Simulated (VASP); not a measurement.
Here is a VASP 6.6.1 calculation.

File INCAR:

```
PREC = Accurate ; ENCUT = 520
EDIFF = 1E-7 ; ISMEAR = 0
SIGMA = 0.05 ; LREAL = Auto
LASPH = T ; NELM = 100
ALGO = Normal ; ISIF = 2
LWAVE = F ; LCHARG = F
LDIPOL = T ; IDIPOL = 3
DIPOL = 0.5 0.5 0.500 ; GGA = PE
IVDW = 12 ; IBRION = 2
NSW = 90 ; EDIFFG = -0.03
KPAR = 2
```

The input KPOINTS:

```
Automatic mesh
0
Gamma
  3 3 1
```

The input POSCAR:

```
GaP
1.0
    7.7015734665      0.0000000000      0.0000000000
   -3.8507867332      6.6697582711      0.0000000000
    0.0000000000      0.0000000000     23.0743469535
P Ga
12 12
Selective dynamics
Direct
    0.5000000000      0.0000000000      0.3467053701  F F F
    0.5000000000      0.5000000000      0.3467053701  F F F
    0.0000000000      0.0000000000      0.3467053701  F F F
    0.0000000000      0.5000000000      0.3467053701  F F F
    0.6666666667      0.8333333333      0.4829672633  F F F
    0.6666666667      0.3333333333      0.4829672633  F F F
    0.1666666667      0.8333333333      0.4829672633  F F F
    0.1666666667      0.3333333333      0.4829672633  F F F
    0.8333333333      0.6666666667      0.6192291566  T T T
    0.8333333333      0.1666666667      0.6192291566  T T T
    0.3333333333      0.6666666667      0.6192291566  T T T
    0.3333333333      0.1666666667      0.6192291566  T T T
    0.1666666667      0.8333333333      0.3807708434  F F F
    0.1666666667      0.3333333333      0.3807708434  F F F
    0.6666666667      0.8333333333      0.3807708434  F F F
    0.6666666667      0.3333333333      0.3807708434  F F F
    0.3333333333      0.6666666667      0.5170327367  T T T
    0.3333333333      0.1666666667      0.5170327367  T T T
    0.8333333333      0.6666666667      0.5170327367  T T T
    0.8333333333      0.1666666667      0.5170327367  T T T
    0.5000000000      0.5000000000      0.6532946299  T T T
    0.5000000000      0.0000000000      0.6532946299  T T T
    0.0000000000      0.5000000000      0.6532946299  T T T
    0.0000000000      0.0000000000      0.6532946299  T T T
```

Potentials or basis: VASP PAW PBE potentials, release 64 (P, Ga_d).

The run is started by

```sh
$ cat potpaw_PBE.64/P/POTCAR potpaw_PBE.64/Ga_d/POTCAR > POTCAR
$ mpirun -np 4 vasp_std > vasp.out
```

Estimate the dispersion energy per atom.

-0.244 eV.

What does it give for the band gap on the k mesh?

Zero (filled and empty bands touch).

Predict the energy gained by relaxing.

9.1 meV/atom.

Step by step:
```csv
step,energy change (eV),largest force on free atoms (eV/Å),pressure (GPa)
1,0.0000,0.8808,0.05
2,-0.1849,0.3142,0.07
3,-0.2190,0.0352,0.12
4,-0.2189,0.0342,0.12
5,-0.2192,0.0245,0.12
```
